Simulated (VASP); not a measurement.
# CaBr (P6_3mc) in VASP: notebook, part 2 of 2

VASP 6.6.1.

## 5. Relaxation of cell and atoms, PBE, target pressure 2 GPa, at which the enthalpy is minimised

This run uses another cell than the first one, of 34.93 Å³/atom.

INCAR

```
SYSTEM = CaBr
PREC = Accurate ; ENCUT = 600
EDIFF = 1E-7 ; ISMEAR = -1
SIGMA = 0.05 ; LREAL = .FALSE.
LASPH = .TRUE. ; NELM = 80
ALGO = Normal ; ISIF = 3
LWAVE = .FALSE. ; LCHARG = .FALSE.
GGA = PE ; IBRION = 2
NSW = 60 ; EDIFFG = -0.01
PSTRESS = 20.0
```

KPOINTS

```
regular mesh
0
G
  8 8 3
  0 0 0
```

POSCAR

```
CaBr
1.0
    4.0841480343      0.0000000000      0.0000000000
   -2.0420740171      3.5369759505      0.0000000000
    0.0000000000      0.0000000000      9.6721260000
Br Ca
2 2
Direct
    0.6666666667      0.3333333333      0.5344880000
    0.3333333333      0.6666666667      0.0344880000
    0.6666666667      0.3333333333      0.8405120000
    0.3333333333      0.6666666667      0.3405120000
```

Potentials or basis: VASP PAW PBE potentials, release 64 (Br, Ca_sv).

Run with:

```bash
$ cat potpaw_PBE.64/Br/POTCAR potpaw_PBE.64/Ca_sv/POTCAR > POTCAR
$ mpirun -np 1 vasp_std > vasp.out
```

OUTCAR:

```text
SYSTEM = CaBr
   PREC = Accurate
   ENCUT = 600
   EDIFF = 1E-7
   ISMEAR = -1
   LREAL = .FALSE.
   LASPH = .TRUE.
   NELM = 80
   ISIF = 3
   GGA = PE
   IBRION = 2
   NSW = 60
   EDIFFG = -0.01
   PSTRESS = 20.0

 ion  position               nearest neighbor table
   1  0.667  0.333  0.534-   3 2.96
   2  0.333  0.667  0.034-   4 2.96
   3  0.667  0.333  0.841-   1 2.96
   4  0.333  0.667  0.341-   2 2.96

  LATTYP: Found a hexagonal cell.
 ALAT       =     4.0841480343
 C/A-ratio  =     2.3682114161

  Lattice vectors:

 A1 = (   4.0841480343,   0.0000000000,   0.0000000000)
 A2 = (  -2.0420740171,   3.5369759505,   0.0000000000)
 A3 = (   0.0000000000,   0.0000000000,   9.6721260000)

Analysis of symmetry for initial positions (statically):
=====================================================================
 Subroutine PRICEL returns:
 Original cell was already a primitive cell.

 Routine SETGRP: Setting up the symmetry group for a
 hexagonal supercell.

 Subroutine GETGRP returns: Found 12 space group operations
 (whereof  6 operations were pure point group operations)
 out of a pool of 24 trial point group operations.

The static configuration has the point symmetry C_3v.
 The point group associated with its full space group is C_6v.

Analysis of symmetry for dynamics (positions and initial velocities):
=====================================================================
 Subroutine PRICEL returns:
 Original cell was already a primitive cell.

 Routine SETGRP: Setting up the symmetry group for a
 hexagonal supercell.

 Subroutine GETGRP returns: Found 12 space group operations
 (whereof  6 operations were pure point group operations)
 out of a pool of 24 trial point group operations.

The dynamic configuration has the point symmetry C_3v.
 The point group associated with its full space group is C_6v.
[... 100 lines left out ...]
   EDIFFG = -.1E-01   stopping-criterion for IOM
   NSW    =     60    number of steps for IOM
   IBRION =      2    ionic relax: 0-MD 1-quasi-New 2-CG
   NFREE  =      1    steps in history (QN), initial steepest desc. (CG)
   ISIF   =      3    stress and relaxation
   ISYM   =      2    0-nonsym 1-usesym 2-fastsym
   POTIM  = 0.5000    time-step for ionic-motion
   TEBEG  =    0.0;   TEEND  =   0.0 temperature during run
   PSTRESS=   20.0 pullay stress
   NELECT =      34.0000    total number of electrons
   NUPDOWN=      -1.0000    fix difference up-down
   EMIN   =  10.00;   EMAX   =-10.00  energy-range for DOS
   EFERMI =   0.00;   METHOD = LEGACY
   ISMEAR =    -1;   SIGMA  =   0.05  broadening in eV -4-tet -1-fermi 0-gaus
   EFERMI_NEDOS =   21; number of points for ismear=-14 and -15
   IALGO  =     38    algorithm
   IMIX   =      4    mixing-type and parameters
     AMIX     =   0.40;   BMIX     =  1.00
     AMIX_MAG =   1.60;   BMIX_MAG =  1.00
  volume/ion in A,a.u.               =      34.93       235.72
  Fermi-wavevector in a.u.,A,eV,Ry     =   1.022075  1.931441 14.213144  1.044637
  Thomas-Fermi vector in A             =   2.155734
   LORBIT       =      0    0 simple, 1 ext, 2 COOP (PROOUT), +10 PAW based schemes
   GGA     = PE    functional components
   LHFCALC =     F    Hartree Fock is set to
   AEXX    =    0.0000 exact exchange contribution
   IVDW    =     0    specifies the selected vdW correction
   LEPSILON=     F    determine dielectric tensor
   LRPA    =     F    only Hartree local field effects (RPA)
 conjugate gradient relaxation of ions
 non-spin polarized calculation
  energy-cutoff  :      600.00
  volume of cell :      139.72
 maximum number of plane-waves:      4676
 NGX is ok and might be reduce to    36
   NGX = 17   NGY = 17   NGZ = 39

--------------------------------------- Ionic step        1  -------------------------------------------

 number of electron      33.9999996 magnetization

 Free energy of the ion-electron system (eV)
  ---------------------------------------------------
  ext. energy  EPLUGINS =         0.00000000
  ---------------------------------------------------
  free energy    TOTEN  =       -12.01703822 eV

  energy without entropy =      -11.97508453  energy(sigma->0) =      -11.99606137

------------------------ aborting loop because EDIFF is reached ----------------------------------------

  FORCE on cell =-STRESS in cart. coord.  units (eV):
  Direction    XX          YY          ZZ          XY          YZ          ZX
  --------------------------------------------------------------------------------------
  -------------------------------------------------------------------------------------
  Total        0.2714149      0.2714149      1.0598142      0.0000000      0.0000000      0.0000000
  in kB        3.1123527      3.1123527     12.1530356      0.0000000      0.0000000      0.0000000
  external PRESSURE =     -13.8740864 kB  Pullay stress =      20.0000000 kB
[... 267 lines left out ...]
--------------------------------------- Ionic step        8  -------------------------------------------

 number of electron      34.0000001 magnetization

 Free energy of the ion-electron system (eV)
  ---------------------------------------------------
  ext. energy  EPLUGINS =         0.00000000
  ---------------------------------------------------
  free energy    TOTEN  =       -11.96042412 eV

  energy without entropy =      -11.92178262  energy(sigma->0) =      -11.94110337

 E-fermi :   3.4701     XC(G=0):  -8.2760

 val. band max:        3.4330637830   @ k =   0.2500   0.1250   0.3333
 cond. band min:       3.5019339515   @ k =   0.2500   0.1250   0.0000
 fundamental gap:      0.0688701684
 Fermi energy:         3.4700771438

 k-point     1 :       0.0000    0.0000    0.0000
  band No.  band energies     occupation
      1     -38.7908      2.00000
      2     -38.7905      2.00000
      3     -19.8213      2.00000
      4     -19.7844      2.00000
      5     -19.7765      2.00000
      6     -19.7765      2.00000
[... 504 lines left out ...]
  energy  without entropy=      -11.9217826189  energy(sigma->0) =      -11.94110337

  enthalpy is  TOTEN    =       -10.3450757451 eV   P V=        1.6153483779

 reached required accuracy - stopping structural energy minimisation
```

OSZICAR:

```text
N       E                     dE             d eps       ncg     rms          rms(c)
DAV:   1     0.325338902424E+03    0.32534E+03   -0.17327E+04   840   0.160E+03
DAV:   2     0.186730968118E+02   -0.30667E+03   -0.29968E+03   920   0.398E+02
DAV:   3    -0.107886952767E+02   -0.29462E+02   -0.29217E+02  1475   0.976E+01
DAV:   4    -0.120686282150E+02   -0.12799E+01   -0.12590E+01  1262   0.192E+01
[... 81 lines left out ...]
DAV:   3    -0.119604325089E+02    0.57376E-04   -0.88357E-05  1028   0.623E-02    0.180E-02
DAV:   4    -0.119604246749E+02    0.78340E-05   -0.25670E-05  1115   0.319E-02    0.401E-03
DAV:   5    -0.119604243300E+02    0.34494E-06   -0.23103E-06  1279   0.908E-03    0.252E-03
DAV:   6    -0.119604242192E+02    0.11072E-06   -0.15474E-07   676   0.254E-03    0.964E-04
DAV:   7    -0.119604241229E+02    0.96304E-07   -0.30801E-08   535   0.139E-03
   8 F= -.10345076E+02 E0= -.10325755E+02  d E =-.330507E-03
```

Wall time 3.5 min (1 thread of Intel Xeon 6975P-C (Granite Rapids), shared host); peak memory 0.36 GiB.

Results:

- Free energy: -11.9604 eV
- Relaxed volume: 32.35 Å³/atom
- Relaxed cell: a = 3.920 Å, b = 3.920 Å, c = 9.723 Å, α = 90.00°, β = 90.00°, γ = 120.00°
- Space group after relaxing (to 0.1 Å): P6_3mc (No. 186)
- Energy change on relaxing (the run minimises the enthalpy): +14.2 meV/atom
- Ionic steps: 8
- Pressure after relaxing: 2.0 GPa
- Band gap on the k mesh: zero (bands 17 and 18 overlap by 1.01 eV)

The path:
| step | energy change (eV) | largest force (eV/Å) | pressure (GPa) | volume (Å³) |
| --- | --- | --- | --- | --- |
| 1 | 0.0000 | 0.1310 | 0.61 | 139.72 |
| 2 | 0.0317 | 0.1637 | 1.59 | 133.69 |
| 3 | 0.0675 | 0.1848 | 2.26 | 130.18 |
| 4 | 0.0579 | 0.1158 | 2.14 | 129.83 |
| 5 | 0.0572 | 0.0299 | 2.01 | 129.39 |
| 6 | 0.0574 | 0.0267 | 2.01 | 129.37 |
| 7 | 0.0568 | 0.0103 | 2.00 | 129.39 |
| 8 | 0.0566 | 0.0007 | 2.00 | 129.40 |

Final structure:
```cif
data_structure
_symmetry_space_group_name_H-M 'P 1'
_symmetry_Int_Tables_number 1
_cell_length_a 3.9202
_cell_length_b 3.9202
_cell_length_c 9.7228
_cell_angle_alpha 90.000
_cell_angle_beta 90.000
_cell_angle_gamma 120.000
_cell_volume 129.40
loop_
_atom_site_label
_atom_site_type_symbol
_atom_site_fract_x
_atom_site_fract_y
_atom_site_fract_z
_atom_site_occupancy
Br1 Br 0.66667 0.33333 0.53858 1
Br2 Br 0.33333 0.66667 0.03858 1
Ca1 Ca 0.66667 0.33333 0.83642 1
Ca2 Ca 0.33333 0.66667 0.33642 1
```

Caveat: the cell is relaxed towards a set pressure, so the run minimises the enthalpy, not the energy.

## 6. Relaxation of cell and atoms, PBE, target pressure 5 GPa, at which the enthalpy is minimised

This run uses another cell than the first one, of 34.93 Å³/atom.

INCAR

```
PREC = Accurate
ENCUT = 600
EDIFF = 1E-7
ISMEAR = -1
SIGMA = 0.05
LREAL = False
LASPH = True
NELM = 80
ALGO = Normal
ISIF = 3
LWAVE = False
LCHARG = False
GGA = PE
IBRION = 2
NSW = 60
EDIFFG = -0.01
PSTRESS = 50.0
```

KPOINTS

```
Automatic mesh
0
Gamma
  8 8 3
```

POSCAR is that of step 5.

Potentials or basis: VASP PAW PBE potentials, release 64 (Br, Ca_sv).

Run with:

```bash
$ cat potpaw_PBE.64/Br/POTCAR potpaw_PBE.64/Ca_sv/POTCAR > POTCAR
$ mpirun -np 1 vasp_std > vasp.out
```

OUTCAR:

```text
PREC = Accurate
   ENCUT = 600
   EDIFF = 1E-7
   ISMEAR = -1
   LREAL = False
   LASPH = True
   NELM = 80
   ISIF = 3
   GGA = PE
   IBRION = 2
   NSW = 60
   EDIFFG = -0.01
   PSTRESS = 50.0

 ion  position               nearest neighbor table
   1  0.667  0.333  0.534-   3 2.96
   2  0.333  0.667  0.034-   4 2.96
   3  0.667  0.333  0.841-   1 2.96
   4  0.333  0.667  0.341-   2 2.96

  LATTYP: Found a hexagonal cell.
 ALAT       =     4.0841480343
 C/A-ratio  =     2.3682114161

  Lattice vectors:

 A1 = (   4.0841480343,   0.0000000000,   0.0000000000)
 A2 = (  -2.0420740171,   3.5369759505,   0.0000000000)
 A3 = (   0.0000000000,   0.0000000000,   9.6721260000)

Analysis of symmetry for initial positions (statically):
=====================================================================
 Subroutine PRICEL returns:
 Original cell was already a primitive cell.

 Routine SETGRP: Setting up the symmetry group for a
 hexagonal supercell.

 Subroutine GETGRP returns: Found 12 space group operations
 (whereof  6 operations were pure point group operations)
 out of a pool of 24 trial point group operations.

The static configuration has the point symmetry C_3v.
 The point group associated with its full space group is C_6v.

Analysis of symmetry for dynamics (positions and initial velocities):
=====================================================================
 Subroutine PRICEL returns:
 Original cell was already a primitive cell.

 Routine SETGRP: Setting up the symmetry group for a
 hexagonal supercell.

 Subroutine GETGRP returns: Found 12 space group operations
 (whereof  6 operations were pure point group operations)
 out of a pool of 24 trial point group operations.

The dynamic configuration has the point symmetry C_3v.
 The point group associated with its full space group is C_6v.

 Subroutine INISYM returns: Found 12 space group operations
 (whereof  6 operations are pure point group operations),
 and found     1 'primitive' translations

[... 98 lines left out ...]
   NFREE  =      1    steps in history (QN), initial steepest desc. (CG)
   ISIF   =      3    stress and relaxation
   ISYM   =      2    0-nonsym 1-usesym 2-fastsym
   POTIM  = 0.5000    time-step for ionic-motion
   TEBEG  =    0.0;   TEEND  =   0.0 temperature during run
   PSTRESS=   50.0 pullay stress
   NELECT =      34.0000    total number of electrons
   NUPDOWN=      -1.0000    fix difference up-down
   EMIN   =  10.00;   EMAX   =-10.00  energy-range for DOS
   EFERMI =   0.00;   METHOD = LEGACY
   ISMEAR =    -1;   SIGMA  =   0.05  broadening in eV -4-tet -1-fermi 0-gaus
   EFERMI_NEDOS =   21; number of points for ismear=-14 and -15
   IALGO  =     38    algorithm
   IMIX   =      4    mixing-type and parameters
     AMIX     =   0.40;   BMIX     =  1.00
     AMIX_MAG =   1.60;   BMIX_MAG =  1.00
  volume/ion in A,a.u.               =      34.93       235.72
  Fermi-wavevector in a.u.,A,eV,Ry     =   1.022075  1.931441 14.213144  1.044637
  Thomas-Fermi vector in A             =   2.155734
   LORBIT       =      0    0 simple, 1 ext, 2 COOP (PROOUT), +10 PAW based schemes
   GGA     = PE    functional components
   LHFCALC =     F    Hartree Fock is set to
   AEXX    =    0.0000 exact exchange contribution
   IVDW    =     0    specifies the selected vdW correction
   LEPSILON=     F    determine dielectric tensor
   LRPA    =     F    only Hartree local field effects (RPA)
 conjugate gradient relaxation of ions
 non-spin polarized calculation
  energy-cutoff  :      600.00
  volume of cell :      139.72
 maximum number of plane-waves:      4676
 NGX is ok and might be reduce to    36
   NGX = 17   NGY = 17   NGZ = 39

--------------------------------------- Ionic step        1  -------------------------------------------

 number of electron      33.9999996 magnetization

 Free energy of the ion-electron system (eV)
  ---------------------------------------------------
  ext. energy  EPLUGINS =         0.00000000
  ---------------------------------------------------
  free energy    TOTEN  =       -12.01703822 eV

  energy without entropy =      -11.97508453  energy(sigma->0) =      -11.99606137

------------------------ aborting loop because EDIFF is reached ----------------------------------------

  FORCE on cell =-STRESS in cart. coord.  units (eV):
  Direction    XX          YY          ZZ          XY          YZ          ZX
  --------------------------------------------------------------------------------------
  -------------------------------------------------------------------------------------
  Total        0.2714149      0.2714149      1.0598142      0.0000000      0.0000000      0.0000000
  in kB        3.1123527      3.1123527     12.1530356      0.0000000      0.0000000      0.0000000
  external PRESSURE =     -43.8740864 kB  Pullay stress =      50.0000000 kB
[... 267 lines left out ...]
--------------------------------------- Ionic step        8  -------------------------------------------

 number of electron      34.0000002 magnetization

 Free energy of the ion-electron system (eV)
  ---------------------------------------------------
  ext. energy  EPLUGINS =         0.00000000
  ---------------------------------------------------
  free energy    TOTEN  =       -11.70942878 eV

  energy without entropy =      -11.66804467  energy(sigma->0) =      -11.68873673

 E-fermi :   4.0335     XC(G=0):  -8.6662

 val. band max:        4.0298764991   @ k =   0.2500   0.1250   0.3333
 cond. band min:       4.0427282567   @ k =   0.5000   0.0000   0.3333
 fundamental gap:      0.0128517576
 Fermi energy:         4.0334513700

 k-point     1 :       0.0000    0.0000    0.0000
  band No.  band energies     occupation
      1     -37.9357      2.00000
      2     -37.9352      2.00000
      3     -19.0232      2.00000
      4     -18.9622      2.00000
      5     -18.9171      2.00000
      6     -18.9171      2.00000
[... 504 lines left out ...]
  energy  without entropy=      -11.6680446671  energy(sigma->0) =      -11.68873673

  enthalpy is  TOTEN    =        -8.0433912682 eV   P V=        3.6660375167

 reached required accuracy - stopping structural energy minimisation
```

OSZICAR:

```text
N       E                     dE             d eps       ncg     rms          rms(c)
DAV:   1     0.325338902424E+03    0.32534E+03   -0.17327E+04   840   0.160E+03
DAV:   2     0.186730968118E+02   -0.30667E+03   -0.29968E+03   920   0.398E+02
DAV:   3    -0.107886952767E+02   -0.29462E+02   -0.29217E+02  1475   0.976E+01
[... 82 lines left out ...]
DAV:   3    -0.117094035979E+02    0.57366E-03   -0.22089E-03  1131   0.338E-01    0.305E-02
DAV:   4    -0.117094226256E+02   -0.19028E-04   -0.27383E-04  1289   0.768E-02    0.205E-02
DAV:   5    -0.117094301606E+02   -0.75350E-05   -0.24735E-05  1596   0.197E-02    0.130E-02
DAV:   6    -0.117094288149E+02    0.13457E-05   -0.66390E-06  1306   0.172E-02    0.218E-03
DAV:   7    -0.117094287849E+02    0.30019E-07   -0.77368E-07  1066   0.518E-03
   8 F= -.80433913E+01 E0= -.80226992E+01  d E =-.116713E-03
```

It took 3.7 min on 1 thread of Intel Xeon 6975P-C (Granite Rapids), shared host; peak memory 0.36 GiB.

Results:

```
Free energy                                                : -11.7094 eV
Relaxed volume                                             : 29.37 Å³/atom
Relaxed cell                                               : a = 3.767 Å, b = 3.767 Å, c = 9.557 Å, α = 90.00°, β = 90.00°, γ = 120.00°
Space group after relaxing (to 0.1 Å)                      : P6_3mc (No. 186)
Energy change on relaxing (the run minimises the enthalpy) : +76.9 meV/atom
Ionic steps                                                : 8
Pressure after relaxing                                    : 5.0 GPa
Largest force after relaxing                               : 0.010 eV/Å
Band gap on the k mesh                                     : zero (bands 17 and 18 overlap by 1.05 eV)
```

Forces in eV/Å, atoms in the order of the input:
```
Br   0.000  0.000  0.010
Br   0.000  0.000  0.010
Ca   0.000  0.000 -0.010
Ca   0.000  0.000 -0.010
```

The path:
| step | energy change (eV) | largest force (eV/Å) | pressure (GPa) | volume (Å³) |
| --- | --- | --- | --- | --- |
| 1 | 0.0000 | 0.1310 | 0.61 | 139.72 |
| 2 | 0.2664 | 0.3370 | 4.71 | 121.25 |
| 3 | 0.3107 | 0.3590 | 5.18 | 119.76 |
| 4 | 0.2972 | 0.2345 | 5.11 | 118.72 |
| 5 | 0.3169 | 0.0348 | 5.08 | 117.18 |
| 6 | 0.3207 | 0.0186 | 5.08 | 117.06 |
| 7 | 0.3189 | 0.0259 | 5.08 | 117.11 |
| 8 | 0.3076 | 0.0096 | 4.96 | 117.47 |

Final structure:
```yaml
crystal:
  lattice:
    - [3.76746, 0.00000, 0.00000]
    - [-1.88373, 3.26272, 0.00000]
    - [0.00000, 0.00000, 9.55671]
  atoms:
    - { symbol: Br, position: [0.66667, 0.33333, 0.54014] }
    - { symbol: Br, position: [0.33333, 0.66667, 0.04014] }
    - { symbol: Ca, position: [0.66667, 0.33333, 0.83486] }
    - { symbol: Ca, position: [0.33333, 0.66667, 0.33486] }
```

Caveat: the cell is relaxed towards a set pressure, so the run minimises the enthalpy, not the energy; the volume moved by over 15 % at a fixed basis, so the end points are rough.

## 7. The runs side by side

| task | cell | cutoff (eV) | gap on the mesh (eV) | pressure (GPa) | largest force (eV/Å) |
| --- | --- | --- | --- | --- | --- |
| single point | a = 3.763, b = 3.763, c = 9.543 Å, angles 90.0, 90.0, 120.0°, 4 atoms, atomic positions A | 520 | none | 5.1 | 0.01 |
| single point | a = 3.921, b = 3.921, c = 9.708 Å, angles 90.0, 90.0, 120.0°, 4 atoms, atomic positions B | 520 | none | 2.0 | 0.01 |
| single point | a = 4.072, b = 4.072, c = 9.856 Å, angles 90.0, 90.0, 120.0°, 4 atoms, atomic positions C | 520 | none | 0.0 | - |
| relaxation of cell and atoms | relaxed to 2 GPa from a = 4.084, b = 4.084, c = 9.672 Å, angles 90.0, 90.0, 120.0°, 4 atoms, atomic positions D | 600 | none | 2.0 | - |
| relaxation of cell and atoms | relaxed to 5 GPa from a = 4.084, b = 4.084, c = 9.672 Å, angles 90.0, 90.0, 120.0°, 4 atoms, atomic positions D | 600 | none | 5.0 | 0.01 |

Alike in all rows: level PBE; potentials or basis VASP PAW PBE potentials, release 64 (Br, Ca_sv); no spin polarisation; k mesh 8 × 8 × 3; smearing fermi-dirac 0.05 eV.

Caveats: the cell is relaxed towards a set pressure, so the run minimises the enthalpy, not the energy (at least some runs); the cell stands under pressure (at least some runs); the volume moved by over 15 % at a fixed basis, so the end points are rough (at least some runs).

Absolute energies hang on the potentials; compare differences alone.

The gap in the log of VASP goes by the Fermi energy; the results here count the filled bands.